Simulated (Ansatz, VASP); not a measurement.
Two plane-wave programs on Ca3W

The input INCAR:

```
SYSTEM = Ca3W
PREC = Accurate
ENCUT = 600
EDIFF = 1E-6
ISMEAR = 0
SIGMA = 0.1
LREAL = .False.
LASPH = .True.
NELM = 60
ALGO = Normal
ISIF = 3
LWAVE = .False.
LCHARG = .False.
GGA = PE
IBRION = 2
NSW = 90
EDIFFG = -0.04
```

The input KPOINTS:

```
Automatic mesh
0
Gamma
  4 4 4
  0 0 0
```

POSCAR

```
Ca3W
1.0
    4.6163418874      0.0000000000      0.0000000000
    0.0000000000      4.6163418874      0.0000000000
    0.0000000000      0.0000000000      4.6163418874
Ca W
3 1
Direct
    0.0000000000      0.5000000000      0.5000000000
    0.5000000000      0.0000000000      0.5000000000
    0.5000000000      0.5000000000      0.0000000000
    0.0000000000      0.0000000000      0.0000000000
```

Input for Ansatz:

```yaml
crystal:
  lattice:
    - [4.6163418874, 0.0, 0.0]
    - [0.0, 4.6163418874, 0.0]
    - [0.0, 0.0, 4.6163418874]
  atoms:
    - { symbol: Ca, position: [0.0, 0.5, 0.5] }
    - { symbol: Ca, position: [0.5, 0.0, 0.5] }
    - { symbol: Ca, position: [0.5, 0.5, 0.0] }
    - { symbol: W, position: [0.0, 0.0, 0.0] }
basis:
  ecutwfc: 420
kpoints:
  mp_grid: { grid: [4, 4, 4] }
hamiltonian:
  xc: pbe
scf:
  occupations: { method: gaussian, width: 0.1 }
  lower_state_search: "off"
output:
  forces: true
  stress: true
  eigenvalues: true
relax:
  adjacent_minimum: "off"
  f_tol: 0.04
  max_steps: 70
  cell: { stress_tol: 0.4 }
```

Alike in both runs: task relaxation of cell and atoms; functional PBE; k mesh 4 × 4 × 4; occupations gaussian, width 0.1 eV; no spin polarisation.

```csv
,VASP,Ansatz
version,VASP 6.6.1,Ansatz 0.2.0
potentials or method,"VASP PAW PBE potentials, release 64 (Ca_sv, W_sv), cutoff 600 eV","scalar-relativistic, plane waves, PAW"
valence electrons in the cell,44,44
```

```tsv
	VASP	Ansatz	Ansatz less VASP
gap on the k mesh at the Fermi level, each at its own relaxed structure (eV)	none	none	-
relaxed volume (Å³/atom)	28.30	28.37	+0.073
relaxed length of the cell vector where the two differ most in proportion (Å)	4.837	4.841	+0.0041
```

A gap of «none» marks a metal or a gap that the smearing closes.

Neither program's run includes spin-orbit coupling. Noted on VASP's run: the volume moved by over 15 % at a fixed basis, so the end points are rough.
